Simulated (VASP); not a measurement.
# H6C2O in VASP: notebook

The runs below take H6C2O through single point, with LDA.

Everything below comes from runs of VASP 6.6.1. Logs are shortened: lines on timing, memory, paths and dates and some standing lists are left out, and cuts for length are marked.

**1. The cell of the first run**

The cell holds a disordered packing, 36 atoms: a = 7.294 Å, b = 7.294 Å, c = 7.294 Å, α = 90.00°, β = 90.00°, γ = 90.00°.

**2. Single point, LDA**

INCAR reads:

```
SYSTEM = H6C2O
  PREC = Accurate
  ENCUT = 520
  EDIFF = 1E-6
  ISMEAR = -1
  SIGMA = 0.05
  LREAL = Auto
  LASPH = .True.
  NELM = 60
  ALGO = Normal
  ISIF = 2
  LWAVE = .False.
  LCHARG = .True.
  LELF = .True.
  LVHAR = .True.
  NBANDS = 64
```

KPOINTS reads:

```
regular mesh
0
Gamma
  1 1 1
  0 0 0
```

POSCAR reads:

```
H6C2O
1.0
    7.2936330000      0.0000000000      0.0000000000
    0.0000000000      7.2936330000      0.0000000000
    0.0000000000      0.0000000000      7.2936330000
C O H
8 4 24
Direct
    0.8707521720      0.5603355756      0.3493827139
    0.7716130618      0.6190591064      0.1780887119
    0.3326927966      0.6244913424      0.8553268773
    0.1730317590      0.5411647765      0.7568501525
    0.7074824011      0.0811740235      0.2509534142
    0.5183607300      0.1571788665      0.2279375901
    0.8160241314      0.0568735380      0.7379806886
    0.6675555655      0.1985052802      0.7547916318
    0.5872237409      0.6539448559      0.2211137457
    0.2335725158      0.3837267389      0.6593793085
    0.4262760185      0.0340191537      0.1074311233
    0.5088176376      0.1337993711      0.6689861460
    0.5406783261      0.7602555680      0.1517303931
    0.8383629719      0.7428399668      0.1201995545
    0.7821801487      0.5092661207      0.0721115049
    1.0158494755      0.5287983086      0.3198811313
    0.8652180101      0.6700981732      0.4533101149
    0.8043681283      0.4377619710      0.4087707795
    0.1423384146      0.3494940817      0.5683565463
    0.0632594389      0.5019752258      0.8549920554
    0.1127141897      0.6407781239      0.6594611920
    0.2879607743      0.7435019249      0.9372894046
    0.3973348392      0.5256278351      0.9499472380
    0.4364907512      0.6744230005      0.7573835979
    0.2979914040      0.0693668920      0.0979833283
    0.4519890842      0.1635560794      0.3651943253
    0.5220598676      0.2988990948      0.1705065145
    0.7929137171      0.1729408531      0.3350491402
    0.6976264814     -0.0533188460      0.3195769906
    0.7727152632      0.0630557971      0.1154895183
    0.4112046799      0.2273803025      0.6821728141
    0.6412180180      0.2283914204      0.9031350605
    0.7146525349      0.3299917639      0.6913879573
    0.9471900127      0.1075241090      0.7942593210
    0.7768289146     -0.0697174994      0.8117272116
    0.8372567235      0.0201725040      0.5926897022
```

Potentials or basis: VASP PAW LDA potentials, release 64 (C, O, H).

Run with:

```bash
> cat potpaw_LDA.64/C/POTCAR potpaw_LDA.64/O/POTCAR potpaw_LDA.64/H/POTCAR > POTCAR
> mpirun -np 1 vasp_gam > vasp.out
```

OUTCAR:

```text
SYSTEM = H6C2O
   PREC = Accurate
   ENCUT = 520
   EDIFF = 1E-6
   ISMEAR = -1
   LREAL = Auto
   LASPH = .True.
   NELM = 60
   ISIF = 2

 ion  position               nearest neighbor table
   1  0.871  0.560  0.349-  17 1.10  16 1.10  18 1.11   2 1.51
   2  0.772  0.619  0.178-  14 1.11  15 1.12   9 1.40   1 1.51
   3  0.333  0.624  0.855-  24 1.10  22 1.10  23 1.10   4 1.50
   4  0.173  0.541  0.757-  21 1.11  20 1.11  10 1.42   3 1.50
   5  0.707  0.081  0.251-  28 1.10  29 1.10  30 1.10   6 1.50
   6  0.518  0.157  0.228-  26 1.11  27 1.12  11 1.42   5 1.50
   7  0.816  0.057  0.738-  36 1.10  34 1.10  35 1.11   8 1.50
   8  0.668  0.199  0.755-  33 1.12  32 1.12  12 1.40   7 1.50
   9  0.587  0.654  0.221-  13 0.99   2 1.40
  10  0.234  0.384  0.659-  19 0.97   4 1.42
  11  0.426  0.034  0.107-  25 0.97   6 1.42
  12  0.509  0.134  0.669-  31 0.99   8 1.40
  13  0.541  0.760  0.152-   9 0.99
  14  0.838  0.743  0.120-   2 1.11
  15  0.782  0.509  0.072-   2 1.12
  16  0.016  0.529  0.320-   1 1.10
  17  0.865  0.670  0.453-   1 1.10
[... 17 lines left out ...]
  35  0.777  0.930  0.812-   7 1.11
  36  0.837  0.020  0.593-   7 1.10

  LATTYP: Found a simple cubic cell.
 ALAT       =     7.2936330000

  Lattice vectors:

 A1 = (   7.2936330000,   0.0000000000,   0.0000000000)
 A2 = (   0.0000000000,   7.2936330000,   0.0000000000)
 A3 = (   0.0000000000,   0.0000000000,   7.2936330000)

Analysis of symmetry for initial positions (statically):
=====================================================================
 Subroutine PRICEL returns:
 Original cell was already a primitive cell.

 Routine SETGRP: Setting up the symmetry group for a
 simple cubic supercell.

 Subroutine GETGRP returns: Found  1 space group operations
 (whereof  1 operations were pure point group operations)
 out of a pool of 48 trial point group operations.

The static configuration has the point symmetry C_1 .

Analysis of symmetry for dynamics (positions and initial velocities):
=====================================================================
 Subroutine PRICEL returns:
 Original cell was already a primitive cell.

 Routine SETGRP: Setting up the symmetry group for a
 simple cubic supercell.

 Subroutine GETGRP returns: Found  1 space group operations
 (whereof  1 operations were pure point group operations)
 out of a pool of 48 trial point group operations.

The dynamic configuration has the point symmetry C_1 .
[... 141 lines left out ...]
   ENCUT  =  520.0 eV  38.22 Ry    6.18 a.u.  13.56 13.56 13.56*2*pi/ulx,y,z
   NELM   =     60;   NELMIN=  2; NELMDL= -5     # of ELM steps
   EDIFF  = 0.1E-05   stopping-criterion for ELM
   LREAL  =      T    real-space projection
   EDIFFG = 0.1E-04   stopping-criterion for IOM
   NSW    =      0    number of steps for IOM
[... 5 lines left out ...]
   TEBEG  =    0.0;   TEEND  =   0.0 temperature during run
   PSTRESS=    0.0 pullay stress
   NELECT =      80.0000    total number of electrons
   NUPDOWN=      -1.0000    fix difference up-down
   EMIN   =  10.00;   EMAX   =-10.00  energy-range for DOS
   EFERMI =   0.00;   METHOD = LEGACY
   ISMEAR =    -1;   SIGMA  =   0.05  broadening in eV -4-tet -1-fermi 0-gaus
   EFERMI_NEDOS =   21; number of points for ismear=-14 and -15
   IALGO  =     38    algorithm
   IMIX   =      4    mixing-type and parameters
     AMIX     =   0.40;   BMIX     =  1.00
     AMIX_MAG =   1.60;   BMIX_MAG =  1.00
  volume/ion in A,a.u.               =      10.78        72.73
  Fermi-wavevector in a.u.,A,eV,Ry     =   0.967151  1.827650 12.726630  0.935381
  Thomas-Fermi vector in A             =   2.097013
   LORBIT       =      0    0 simple, 1 ext, 2 COOP (PROOUT), +10 PAW based schemes
   GGA     = CA    functional components
   LHFCALC =     F    Hartree Fock is set to
   AEXX    =    0.0000 exact exchange contribution
   IVDW    =     0    specifies the selected vdW correction
   LEPSILON=     F    determine dielectric tensor
   LRPA    =     F    only Hartree local field effects (RPA)
 non-spin polarized calculation
  energy-cutoff  :      520.00
  volume of cell :      388.00
 maximum number of plane-waves:      5198
 NGX is ok and might be reduce to    54
   NGX = 27   NGY = 27   NGZ = 27

 number of electron      80.0000013 magnetization

 Free energy of the ion-electron system (eV)
  ---------------------------------------------------
  ext. energy  EPLUGINS =         0.00000000
  ---------------------------------------------------
  free energy    TOTEN  =      -198.65218405 eV

  energy without entropy =     -198.65218405  energy(sigma->0) =     -198.65218405

 E-fermi :  -1.4295     XC(G=0):  -6.9137

 val. band max:       -2.7206065183   @ k =   0.0000   0.0000   0.0000
 cond. band min:       1.2866782120   @ k =   0.0000   0.0000   0.0000
 fundamental gap:      4.0072847304
 Fermi energy:        -1.4294585070

 k-point     1 :       0.0000    0.0000    0.0000
  band No.  band energies     occupation
      1     -22.9686      2.00000
      2     -22.5016      2.00000
      3     -22.2019      2.00000
      4     -21.8185      2.00000
      5     -15.6041      2.00000
      6     -15.5638      2.00000
[... 44 lines left out ...]
     51       4.7270      0.00000
     52       4.9067      0.00000
 [bands above 52 left out]

------------------------ aborting loop because EDIFF is reached ----------------------------------------

  FORCE on cell =-STRESS in cart. coord.  units (eV):
  Direction    XX          YY          ZZ          XY          YZ          ZX
  --------------------------------------------------------------------------------------
  -------------------------------------------------------------------------------------
  Total       -1.1102507     -2.5471915     -0.8441728      0.2072271      0.2466725      0.2387231
  in kB       -4.5845840    -10.5181767     -3.4858623      0.8557076      1.0185906      0.9857650
  external PRESSURE =      -6.1962077 kB  Pullay stress =       0.0000000 kB

 VOLUME and BASIS-vectors are now :
 -----------------------------------------------------------------------------
  energy-cutoff  :      520.00
  volume of cell :      388.00
      direct lattice vectors                 reciprocal lattice vectors
     7.293633000  0.000000000  0.000000000     0.137105884  0.000000000  0.000000000
     0.000000000  7.293633000  0.000000000     0.000000000  0.137105884  0.000000000
     0.000000000  0.000000000  7.293633000     0.000000000  0.000000000  0.137105884

 POSITION                                       TOTAL-FORCE (eV/Angst)
 -----------------------------------------------------------------------------------
      6.35095      4.08688      2.54827        -0.002723      0.038657      0.002663
      5.62786      4.51519      1.29891         0.138837     -0.058997      0.020095
      2.42654      4.55481      6.23844        -0.024820     -0.017767     -0.030735
      1.26203      3.94706      5.52019        -0.021405      0.149409      0.099098
      5.16012      0.59205      1.83036        -0.042801      0.073194     -0.036768
      3.78073      1.14640      1.66249         0.175301      0.002830      0.121472
[... 28 lines left out ...]
      5.66591      6.78514      5.92044         0.006481      0.024975     -0.014239
      6.10664      0.14713      4.32286         0.015889      0.022640      0.063953
 -----------------------------------------------------------------------------------
    total drift:                                0.001385     -0.003499     -0.006019

  FREE ENERGIE OF THE ION-ELECTRON SYSTEM (eV)
  ---------------------------------------------------
  free  energy   TOTEN  =      -198.6521840528 eV

  energy  without entropy=     -198.6521840528  energy(sigma->0) =     -198.65218405
```

stdout:

```text
POSCAR found type information on POSCAR C O H
 POSCAR found :  3 types and      36 ions
 scaLAPACK will be used
 LDA part: xc-table for (Slater(with rela. corr.)+CA(PZ))
 , standard interpolation
 POSCAR, INCAR and KPOINTS ok, starting setup
 FFT: planning ... GRIDC
 FFT: planning ... GRID_SOFT
 FFT: planning ... GRID
 WAVECAR not read
 entering main loop
```

Run time: 43 s. Hardware: 1 thread of Intel Xeon Platinum 8259CL at 2.50GHz (Skylake/Cascade Lake), shared host; peak memory 0.28 GiB.

Results:

```
Free energy            : -198.6522 eV
Pressure               : -0.6 GPa
Largest force          : 0.213 eV/Å
Band gap on the k mesh : 4.01 eV
```

Forces on the atoms (eV/Å):
```
C   -0.003  0.039  0.003
C    0.139 -0.059  0.020
C   -0.025 -0.018 -0.031
C   -0.021  0.149  0.099
C   -0.043  0.073 -0.037
C    0.175  0.003  0.121
C    0.043 -0.067 -0.021
C    0.117  0.098  0.119
O   -0.155  0.058 -0.089
O    0.157 -0.135  0.026
O    0.048 -0.133  0.001
O    0.016 -0.037 -0.040
H   -0.078  0.071  0.068
H    0.005  0.034 -0.017
H    0.000 -0.008 -0.019
H    0.029 -0.015 -0.016
H   -0.002  0.015  0.024
H   -0.038 -0.020  0.009
H   -0.137 -0.063 -0.112
H   -0.022  0.002  0.019
H   -0.008  0.019 -0.025
H    0.013 -0.010  0.012
H    0.010 -0.008  0.038
H    0.010 -0.019 -0.010
H   -0.033 -0.034 -0.090
H    0.005 -0.022 -0.040
H    0.000  0.021 -0.039
H   -0.020  0.007 -0.001
H    0.006 -0.019  0.028
H    0.022  0.013  0.039
H   -0.178  0.094 -0.051
H    0.005 -0.029 -0.094
H   -0.025 -0.038  0.038
H   -0.033 -0.009  0.017
H    0.006  0.025 -0.014
H    0.016  0.023  0.064
```

Stress tensor (GPa, compression positive):
```
-0.46  0.09  0.10
 0.09 -1.05  0.10
 0.10  0.10 -0.35
```

Caveat: the k points lie up to 0.86 Å⁻¹ apart.

**3. Single point, LDA**

INCAR reads:

```
PREC = Accurate
ENCUT = 520
EDIFF = 1E-6
ISMEAR = -1
SIGMA = 0.05
LREAL = Auto
LASPH = True
NELM = 60
ALGO = Normal
ISIF = 2
LWAVE = False
LCHARG = False
NBANDS = 64
```

KPOINTS reads:

```
regular mesh
0
Gamma
  1 1 1
```

POSCAR reads:

```
H6C2O
1.0
    7.2936330000      0.0000000000      0.0000000000
    0.0000000000      7.2936330000      0.0000000000
    0.0000000000      0.0000000000      7.2936330000
C O H
8 4 24
Direct
    0.8832909470      0.5679611244      0.3490304489
    0.7672308162      0.6266013110      0.1883012211
    0.3360053899      0.6028957037      0.8495354784
    0.1829129598      0.5449821783      0.7177081709
    0.6938654577      0.0526486595      0.2862359540
    0.5262672251      0.1749196868      0.2398393229
    0.8230603322      0.0567618360      0.7309937311
    0.6793322340      0.2064540401      0.7126900956
    0.5813152376      0.6661837797      0.2277465839
    0.2182588567      0.3704052562      0.6366785935
    0.4282090969      0.0909423329      0.0971669400
    0.5144761191      0.1503503124      0.6524046384
    0.5722388280      0.7826415176      0.1794990233
    0.8512355914      0.7309800205      0.0877203446
    0.7697809857      0.5087313826      0.0866646293
    1.0154061769      0.5151890697      0.2932831965
    0.9253139005      0.6753561634      0.4479934760
    0.8328634029      0.4449771465      0.4214771980
    0.1764552727      0.3819495716      0.5056327896
    0.0563642289      0.5296126087      0.7936099883
    0.1614695996      0.6437121254      0.6069540379
    0.2840833916      0.6788112317      0.9660891904
    0.3686503009      0.4759493657      0.9231064958
    0.4556576949      0.6844874153      0.8024807390
    0.3443277171      0.1628955008      0.0213885179
    0.4551915349      0.1510358418      0.3788783998
    0.5548812231      0.3166871709      0.2016142024
    0.8045921696      0.1309086980      0.3604102373
    0.6289184005     -0.0505783606      0.3797421669
    0.7632273244      0.0102006778      0.1458121076
    0.4228071251      0.2490665489      0.6540773302
    0.6531998525      0.2715930456      0.8594208126
    0.7366150724      0.3233093850      0.6230502686
    0.9443579078      0.1052698977      0.8176309392
    0.7737022140     -0.0558020948      0.8262548993
    0.8722813446      0.0020154565      0.5948612989
```

Potentials or basis: VASP PAW LDA potentials, release 64 (C, O, H).

Run with:

```bash
> cat potpaw_LDA.64/C/POTCAR potpaw_LDA.64/O/POTCAR potpaw_LDA.64/H/POTCAR > POTCAR
> mpirun -np 1 vasp_gam > vasp.out
```

Run time: 36 s. Hardware: 1 thread of Intel Xeon Platinum 8259CL at 2.50GHz (Skylake/Cascade Lake), shared host; peak memory 0.27 GiB.

The run converged. Its results:

| Item | Value |
| --- | --- |
| Free energy | -196.6849 eV |
| Pressure | -1.8 GPa |
| Largest force | 3.766 eV/Å |
| Band gap on the k mesh | 3.66 eV |

Forces in eV/Å, atoms in the order of the input:
```
C    0.889 -0.113 -0.170
C    1.439 -0.813 -2.132
C   -0.706 -0.569 -0.127
C    1.125  0.547  0.285
C    0.265  1.082 -1.861
C   -0.010 -1.011  1.309
C    0.487 -0.358  1.086
C    1.599  2.096  2.095
O    1.489 -2.619  0.786
O    0.036  0.134 -1.422
O   -0.025 -1.258 -0.582
O   -1.185 -1.670 -0.844
H   -1.144  3.422 -1.079
H   -1.539 -0.721  1.927
H   -0.178  0.077  0.565
H   -0.025  0.234 -0.205
H   -0.495  0.001 -0.069
H   -0.532  0.242  0.117
H    0.466 -0.434  1.153
H   -0.754  0.162  0.480
H   -0.053  0.390 -0.093
H   -0.607  0.735  0.257
H    0.876 -0.356 -0.063
H   -0.202 -0.630 -0.362
H    0.360  0.312  0.412
H   -0.163  1.262 -1.031
H    0.285  0.618  0.322
H   -0.735 -0.286 -0.163
H    1.066 -0.187 -0.615
H   -0.942 -0.097  1.784
H   -0.527  0.396 -0.025
H    0.765 -0.486 -1.234
H   -0.213 -0.673  0.579
H   -0.676  0.114 -1.063
H   -0.176  0.301 -0.930
H   -0.260  0.157  0.910
```

Stress tensor (GPa, compression positive):
```
-2.04 -0.82  0.56
-0.82  0.64  0.91
 0.56  0.91 -4.12
```

Levels at points of the mesh, in eV from the valence-band top:
```
           k point  band 38  band 39  band 40  band 41  band 42  band 43
(0.00, 0.00, 0.00)    -0.92    -0.74     0.00     3.66     4.93     5.39
```

Caveat: the k points lie up to 0.86 Å⁻¹ apart.

(Part 1 of 4 ends here.)
